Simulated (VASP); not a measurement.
# MgB2H8 (I4_1/acd) in VASP: electric field gradients with r2SCAN

Aim: the electric field gradients of MgB2H8 with r2SCAN.

All numbers are computed with VASP 6.6.1; they aren't measurements. Logs are shortened: lines on timing, memory, paths and dates and some standing lists are left out, and cuts for length are marked.

## 1. The cell of the first run

It takes space group I4_1/acd (No. 142, tetragonal). Conventional cell: a = 7.733 Å, b = 7.733 Å, c = 12.363 Å, α = 90.00°, β = 90.00°, γ = 90.00°. Mg (site symmetry 222) has 8 H at 2.08 to 2.12 Å and 4 B at 2.49 Å within 2.8 Å. B (site symmetry 2) has 4 H at 1.22 to 1.23 Å within 1.6 Å. Within 1.6 Å of H (site symmetry 1) lie 1 B at 1.23 Å. Within 1.6 Å of H (site symmetry 1) lie 1 B at 1.22 Å.

## 2. Electric field gradients, r2SCAN

File POSCAR:

```
MgB2H8
1.0
   -3.8666140000      3.8666140000      6.1815580000
    3.8666140000     -3.8666140000      6.1815580000
    3.8666140000      3.8666140000     -6.1815580000
Mg B H
4 8 32
Direct
    0.2500000000      0.2500000000      0.0000000000
    0.7500000000      0.7500000000      0.0000000000
    0.5000000000      0.0000000000      0.5000000000
    0.0000000000      0.5000000000      0.5000000000
    0.5920680000      0.3750000000      0.7170680000
    0.0920680000      0.3750000000      0.2170680000
    0.6579320000      0.8750000000      0.2829320000
    0.1579320000      0.8750000000      0.7829320000
    0.6250000000      0.3420680000      0.2170680000
    0.6250000000      0.8420680000      0.7170680000
    0.1250000000      0.4079320000      0.7829320000
    0.1250000000      0.9079320000      0.2829320000
    0.6062470000      0.2969860000      0.8134600000
    0.1062470000      0.2927870000      0.3092610000
    0.2664740000      0.4572130000      0.3134600000
    0.7664740000      0.4530140000      0.8092610000
    0.4835260000      0.7927870000      0.1865400000
    0.9835260000      0.7969860000      0.6907390000
    0.1437530000      0.9530140000      0.6865400000
    0.6437530000      0.9572130000      0.1907390000
    0.7030140000      0.5164740000      0.3092610000
    0.7072130000      0.0164740000      0.8134600000
    0.5427870000      0.8562470000      0.8092610000
    0.5469860000      0.3562470000      0.3134600000
    0.2072130000      0.3937530000      0.6907390000
    0.2030140000      0.8937530000      0.1865400000
    0.0469860000      0.7335260000      0.1907390000
    0.0427870000      0.2335260000      0.6865400000
    0.4925040000      0.4957550000      0.7501560000
    0.9925040000      0.2423480000      0.9967490000
    0.0044010000      0.5076520000      0.2501560000
    0.5044010000      0.2542450000      0.4967490000
    0.7455990000      0.7423480000      0.2498440000
    0.2455990000      0.9957550000      0.0032510000
    0.2574960000      0.7542450000      0.7498440000
    0.7574960000      0.0076520000      0.5032510000
    0.5042450000      0.2544010000      0.9967490000
    0.7576520000      0.7544010000      0.7501560000
    0.4923480000      0.7425040000      0.4967490000
    0.7457550000      0.2425040000      0.2501560000
    0.2576520000      0.5074960000      0.0032510000
    0.0042450000      0.0074960000      0.2498440000
    0.2457550000      0.9955990000      0.5032510000
    0.9923480000      0.4955990000      0.7498440000
```

File INCAR.step1:

```
  PREC = Accurate
  ENCUT = 520
  ISMEAR = -1
  SIGMA = 0.02
  LREAL = Auto
  LASPH = True
  NELM = 100
  NBANDS = 60
  GGA = PE
  ALGO = Normal
  EDIFF = 1E-4
  LWAVE = True
  LCHARG = False
```

File INCAR.step2:

```
  PREC = Accurate
  ENCUT = 520
  EDIFF = 1E-8
  ISMEAR = -1
  SIGMA = 0.02
  LREAL = Auto
  LASPH = True
  NELM = 100
  ALGO = Normal
  ISIF = 2
  LWAVE = False
  LCHARG = False
  METAGGA = R2SCAN
  LMIXTAU = True
  LEFG = True
  NBANDS = 60
  ISTART = 1
```

File KPOINTS:

```
Automatic mesh
0
Gamma
  5 5 5
```

Potentials or basis: VASP PAW PBE potentials, release 64 (Mg, B, H).

Command:

```
$ cat potpaw_PBE.64/Mg/POTCAR potpaw_PBE.64/B/POTCAR potpaw_PBE.64/H/POTCAR > POTCAR
$ cp INCAR.step1 INCAR
$ mpirun -np 1 vasp_std > vasp.out
$ cp INCAR.step2 INCAR
$ mpirun -np 1 vasp_std > vasp.out
```

OUTCAR:

```text
PREC = Accurate
   ENCUT = 520
   EDIFF = 1E-8
   ISMEAR = -1
   LREAL = Auto
   LASPH = True
   NELM = 100
   ISIF = 2
   METAGGA = R2SCAN
   ISTART = 1

 ion  position               nearest neighbor table
   1  0.250  0.250  0.000-  19 2.08  24 2.08  15 2.08  28 2.08  34 2.12  37 2.12  30 2.12  41 2.12
                             8 2.49   9 2.49   6 2.49  11 2.49
   2  0.750  0.750  0.000-  16 2.08  27 2.08  23 2.08  20 2.08  29 2.12  42 2.12  38 2.12  33 2.12
                             5 2.49   7 2.49  10 2.49  12 2.49
   3  0.500  0.000  0.500-  13 2.08  26 2.08  22 2.08  17 2.08  32 2.12  43 2.12  39 2.12  36 2.12
                             5 2.49  12 2.49  10 2.49   7 2.49
   4  0.000  0.500  0.500-  18 2.08  21 2.08  14 2.08  25 2.08  35 2.12  40 2.12  31 2.12  44 2.12
                             6 2.49   8 2.49   9 2.49  11 2.49
   5  0.592  0.375  0.717-  32 1.22  29 1.22  13 1.23  16 1.23   2 2.49   3 2.49
   6  0.092  0.375  0.217-  30 1.22  31 1.22  14 1.23  15 1.23   4 2.49   1 2.49
   7  0.658  0.875  0.283-  33 1.22  36 1.22  20 1.23  17 1.23   2 2.49   3 2.49
   8  0.158  0.875  0.783-  34 1.22  35 1.22  19 1.23  18 1.23   1 2.49   4 2.49
   9  0.625  0.342  0.217-  37 1.22  40 1.22  24 1.23  21 1.23   1 2.49   4 2.49
  10  0.625  0.842  0.717-  38 1.22  39 1.22  23 1.23  22 1.23   2 2.49   3 2.49
  11  0.125  0.408  0.783-  41 1.22  44 1.22  25 1.23  28 1.23   4 2.49   1 2.49
  12  0.125  0.908  0.283-  43 1.22  42 1.22  26 1.23  27 1.23   2 2.49   3 2.49
  13  0.606  0.297  0.813-   5 1.23   3 2.08
[... 29 lines left out ...]
  43  0.246  0.996  0.503-  12 1.22   3 2.12
  44  0.992  0.496  0.750-  11 1.22   4 2.12

  LATTYP: Found a body centered tetragonal cell.
 ALAT       =     7.7332280000
 C/A-ratio  =     1.5987005685

  Lattice vectors:

 A1 = (  -3.8666140000,   3.8666140000,   6.1815580000)
 A2 = (   3.8666140000,  -3.8666140000,   6.1815580000)
 A3 = (   3.8666140000,   3.8666140000,  -6.1815580000)

Analysis of symmetry for initial positions (statically):
=====================================================================
 Subroutine PRICEL returns:
 Original cell was already a primitive cell.

 Routine SETGRP: Setting up the symmetry group for a
 body centered tetragonal supercell.

 Subroutine GETGRP returns: Found 16 space group operations
 (whereof  4 operations were pure point group operations)
 out of a pool of 16 trial point group operations.

The static configuration has the point symmetry S_4 .
 The point group associated with its full space group is D_4h.

Analysis of symmetry for dynamics (positions and initial velocities):
=====================================================================
 Subroutine PRICEL returns:
 Original cell was already a primitive cell.

 Routine SETGRP: Setting up the symmetry group for a
 body centered tetragonal supercell.

 Subroutine GETGRP returns: Found 16 space group operations
 (whereof  4 operations were pure point group operations)
 out of a pool of 16 trial point group operations.

The dynamic configuration has the point symmetry S_4 .
 The point group associated with its full space group is D_4h.

 Subroutine INISYM returns: Found 16 space group operations
 (whereof  4 operations are pure point group operations),
 and found     1 'primitive' translations

----------------------------------------------------------------------------------------

                                     Primitive cell

  volume of cell :     369.6746

  direct lattice vectors                    reciprocal lattice vectors
    -3.866614000  3.866614000  6.181558000     0.000000000  0.129312106  0.080885757
     3.866614000 -3.866614000  6.181558000     0.129312106  0.000000000  0.080885757
     3.866614000  3.866614000 -6.181558000     0.129312106  0.129312106  0.000000000

  length of vectors
     8.253064095  8.253064095  8.253064095     0.152525822  0.152525822  0.182874934

  position of ions in fractional coordinates (direct lattice)
     0.250000000  0.250000000  0.000000000
     0.750000000  0.750000000  0.000000000
     0.500000000  0.000000000  0.500000000
     0.000000000  0.500000000  0.500000000
     0.592068000  0.375000000  0.717068000
[... 161 lines left out ...]
   PSTRESS=    0.0 pullay stress
   NELECT =      64.0000    total number of electrons
   NUPDOWN=      -1.0000    fix difference up-down
   EMIN   =  10.00;   EMAX   =-10.00  energy-range for DOS
   EFERMI =   0.00;   METHOD = LEGACY
   ISMEAR =    -1;   SIGMA  =   0.02  broadening in eV -4-tet -1-fermi 0-gaus
   EFERMI_NEDOS =   21; number of points for ismear=-14 and -15
   IALGO  =     38    algorithm
   IMIX   =      4    mixing-type and parameters
     AMIX     =   0.40;   BMIX     =  1.00
     AMIX_MAG =   1.60;   BMIX_MAG =  1.00
  volume/ion in A,a.u.               =       8.40        56.70
  Fermi-wavevector in a.u.,A,eV,Ry     =   0.912420  1.724224 11.326998  0.832511
  Thomas-Fermi vector in A             =   2.036814
   LORBIT       =      0    0 simple, 1 ext, 2 COOP (PROOUT), +10 PAW based schemes
   METAGGA = R2SCAN    functional components
   LHFCALC =     F    Hartree Fock is set to
   AEXX    =    0.0000 exact exchange contribution
   IVDW    =     0    specifies the selected vdW correction
   LEPSILON=     F    determine dielectric tensor
   LRPA    =     F    only Hartree local field effects (RPA)
 non-spin polarized calculation
  energy-cutoff  :      520.00
  volume of cell :      369.67
 maximum number of plane-waves:     10027
 NGX is ok and might be reduce to    64
   NGX = 31   NGY = 31   NGZ = 31

 number of electron      64.0000004 magnetization

 Free energy of the ion-electron system (eV)
  ---------------------------------------------------
  ext. energy  EPLUGINS =         0.00000000
  ---------------------------------------------------
  free energy    TOTEN  =      -196.56715135 eV

  energy without entropy =     -196.56715135  energy(sigma->0) =     -196.56715135

 E-fermi :  -2.9618     XC(G=0):  -8.3039

 val. band max:       -3.3996801131   @ k =   0.0000   0.0000   0.0000
 cond. band min:       3.3022635704   @ k =  -0.2000   0.2000   0.0000
 fundamental gap:      6.7019436835
 Fermi energy:        -2.9617980208

 k-point     1 :       0.0000    0.0000    0.0000
  band No.  band energies     occupation
      1     -11.2025      2.00000
      2     -10.0572      2.00000
      3      -9.8553      2.00000
      4      -9.8553      2.00000
      5      -9.8242      2.00000
      6      -9.7174      2.00000
[... 835 lines left out ...]
     43       5.5447      0.00000
     44       5.6567      0.00000
 [bands above 44 left out]

------------------------ aborting loop because EDIFF is reached ----------------------------------------

  FORCE on cell =-STRESS in cart. coord.  units (eV):
  Direction    XX          YY          ZZ          XY          YZ          ZX
  --------------------------------------------------------------------------------------
  -------------------------------------------------------------------------------------
  Total       -4.2570563     -4.2570563     -5.1822327      0.0000000     -0.0000000      0.0000000
  in kB      -18.4501712    -18.4501712    -22.4599048      0.0000000     -0.0000000      0.0000000
  external PRESSURE =     -19.7867491 kB  Pullay stress =       0.0000000 kB

 VOLUME and BASIS-vectors are now :
 -----------------------------------------------------------------------------
  energy-cutoff  :      520.00
  volume of cell :      369.67
      direct lattice vectors                 reciprocal lattice vectors
    -3.866614000  3.866614000  6.181558000     0.000000000  0.129312106  0.080885757
     3.866614000 -3.866614000  6.181558000     0.129312106  0.000000000  0.080885757
     3.866614000  3.866614000 -6.181558000     0.129312106  0.129312106  0.000000000

 POSITION                                       TOTAL-FORCE (eV/Angst)
 -----------------------------------------------------------------------------------
      0.00000      0.00000      3.09078         0.000000      0.000000      0.000000
      0.00000      0.00000      9.27234         0.000000      0.000000      0.000000
      0.00000      3.86661      0.00000         0.000000      0.000000      0.000000
      3.86661      0.00000      0.00000         0.000000      0.000000      0.000000
      1.93331      3.61194      1.54539         0.000000      0.220249     -0.000000
      1.93331     -0.25467      1.54539         0.000000      0.220249     -0.000000
[... 36 lines left out ...]
      4.84523     -0.95348      4.56263         0.004010      0.032931      0.031335
      0.97862      4.82009      4.56263         0.004010     -0.032931      0.031335
 -----------------------------------------------------------------------------------
    total drift:                               -0.000000     -0.000000      0.000000

  FREE ENERGIE OF THE ION-ELECTRON SYSTEM (eV)
  ---------------------------------------------------
  free  energy   TOTEN  =      -196.5671513471 eV

  energy  without entropy=     -196.5671513471  energy(sigma->0) =     -196.56715135

 Electric field gradients (V/A^2)
---------------------------------------------------------------------
 ion       V_xx      V_yy      V_zz      V_xy      V_xz      V_yz
---------------------------------------------------------------------
   1      -0.253    -0.253     0.506     1.890     0.000     0.000
   2      -0.253    -0.253     0.506    -1.890    -0.000    -0.000
   3      -0.253    -0.253     0.506     1.890     0.000     0.000
   4      -0.253    -0.253     0.506    -1.890    -0.000    -0.000
   5       0.571    -1.638     1.067     0.000     2.504     0.000
   6       0.571    -1.638     1.067    -0.000    -2.504    -0.000
[... 36 lines left out ...]
  43      -0.489     9.012    -8.523    12.639    -1.728     0.496
  44      -0.488     9.011    -8.523   -12.638    -1.729    -0.496
---------------------------------------------------------------------

 Electric field gradients after diagonalization (V/A^2)
 (convention: |V_zz| > |V_xx| > |V_yy|)
----------------------------------------------------------------------
 ion       V_xx      V_yy      V_zz     asymmetry (V_yy - V_xx)/ V_zz
----------------------------------------------------------------------
   1       1.637     0.506    -2.143       0.528
   2       1.637     0.506    -2.143       0.528
   3       1.637     0.506    -2.143       0.528
   4       1.637     0.506    -2.143       0.528
   5      -1.698    -1.638     3.335       0.018
   6      -1.698    -1.638     3.336       0.018
[... 36 lines left out ...]
  43     -10.627    -7.149    17.776       0.196
  44     -10.627    -7.149    17.775       0.196
----------------------------------------------------------------------

           NMR quadrupolar parameters

 Cq : quadrupolar parameter    Cq=e*Q*V_zz/h
 eta: asymmetry parameters     (V_yy - V_xx)/ V_zz
 Q  : nuclear electric quadrupole moment in mb (millibarn)
----------------------------------------------------------------------
 ion       Cq(MHz)       eta       Q (mb)
----------------------------------------------------------------------
   1      -0.005       0.528       1.000
   2      -0.005       0.528       1.000
   3      -0.005       0.528       1.000
   4      -0.005       0.528       1.000
   5       0.008       0.018       1.000
   6       0.008       0.018       1.000
[... 36 lines left out ...]
  43       0.043       0.196       1.000
  44       0.043       0.196       1.000
----------------------------------------------------------------------
```

Run time: 49 min. Hardware: 1 thread of AMD EPYC 7R43 (Zen 3), shared host; peak memory 0.76 GiB.

What came out:

```
Free energy            : -196.5672 eV
Pressure               : -2.0 GPa
Largest force          : 0.220 eV/Å
Band gap on the k mesh : 6.70 eV, indirect (least direct gap 6.77 eV)
```

Forces in eV/Å, atoms in the order of the input:
```
Mg   0.000  0.000  0.000
Mg   0.000  0.000  0.000
Mg   0.000  0.000  0.000
Mg   0.000  0.000  0.000
B    0.000  0.220  0.000
B    0.000  0.220  0.000
B    0.000 -0.220  0.000
B    0.000 -0.220  0.000
B    0.220  0.000  0.000
B    0.220  0.000  0.000
B   -0.220  0.000  0.000
B   -0.220  0.000  0.000
H   -0.033 -0.100  0.124
H    0.033 -0.100  0.124
H   -0.033 -0.100 -0.124
H    0.033 -0.100 -0.124
H    0.033  0.100  0.124
H   -0.033  0.100  0.124
H    0.033  0.100 -0.124
H   -0.033  0.100 -0.124
H   -0.100  0.033 -0.124
H   -0.100 -0.033 -0.124
H   -0.100  0.033  0.124
H   -0.100 -0.033  0.124
H    0.100 -0.033 -0.124
H    0.100  0.033 -0.124
H    0.100 -0.033  0.124
H    0.100  0.033  0.124
H    0.033 -0.004  0.031
H   -0.033 -0.004  0.031
H    0.033 -0.004 -0.031
H   -0.033 -0.004 -0.031
H   -0.033  0.004  0.031
H    0.033  0.004  0.031
H   -0.033  0.004 -0.031
H    0.033  0.004 -0.031
H   -0.004 -0.033 -0.031
H   -0.004  0.033 -0.031
H   -0.004 -0.033  0.031
H   -0.004  0.033  0.031
H    0.004  0.033 -0.031
H    0.004 -0.033 -0.031
H    0.004  0.033  0.031
H    0.004 -0.033  0.031
```

Stress tensor (GPa, compression positive):
```
-1.85  0.00  0.00
 0.00 -1.85  0.00
 0.00  0.00 -2.25
```

Electric field gradients, principal values (V/Å²):
```tsv
atom	least	middle	greatest (by size)
1 Mg	0.506	1.637	-2.143
2 Mg	0.506	1.637	-2.143
3 Mg	0.506	1.637	-2.143
4 Mg	0.506	1.637	-2.143
5 B	-1.638	-1.698	3.335
6 B	-1.638	-1.698	3.336
7 B	-1.638	-1.698	3.336
8 B	-1.638	-1.698	3.335
9 B	-1.638	-1.698	3.335
10 B	-1.638	-1.698	3.336
11 B	-1.638	-1.698	3.336
12 B	-1.638	-1.698	3.335
13 H	-6.585	-10.119	16.704
14 H	-6.585	-10.119	16.704
15 H	-6.585	-10.120	16.704
16 H	-6.585	-10.120	16.705
17 H	-6.585	-10.120	16.704
18 H	-6.585	-10.120	16.705
19 H	-6.585	-10.119	16.704
20 H	-6.585	-10.119	16.704
21 H	-6.585	-10.120	16.705
22 H	-6.585	-10.120	16.704
23 H	-6.585	-10.119	16.704
24 H	-6.585	-10.119	16.704
25 H	-6.585	-10.119	16.704
26 H	-6.585	-10.119	16.704
27 H	-6.585	-10.120	16.705
28 H	-6.585	-10.120	16.704
29 H	-7.149	-10.627	17.776
30 H	-7.149	-10.627	17.776
31 H	-7.149	-10.627	17.775
32 H	-7.149	-10.627	17.776
33 H	-7.149	-10.627	17.775
34 H	-7.149	-10.627	17.776
35 H	-7.149	-10.627	17.776
36 H	-7.149	-10.627	17.776
37 H	-7.149	-10.627	17.776
38 H	-7.149	-10.627	17.775
39 H	-7.149	-10.627	17.776
40 H	-7.149	-10.627	17.776
41 H	-7.149	-10.627	17.776
42 H	-7.149	-10.627	17.776
43 H	-7.149	-10.627	17.776
44 H	-7.149	-10.627	17.775
```

Caveat: without QUAD_EFG the Cq values of the log hold for a quadrupole moment of 1 mb, not for the nuclei; the PAW data sets were made with another functional, which shifts forces and pressure a little. A k mesh can miss the band edges.
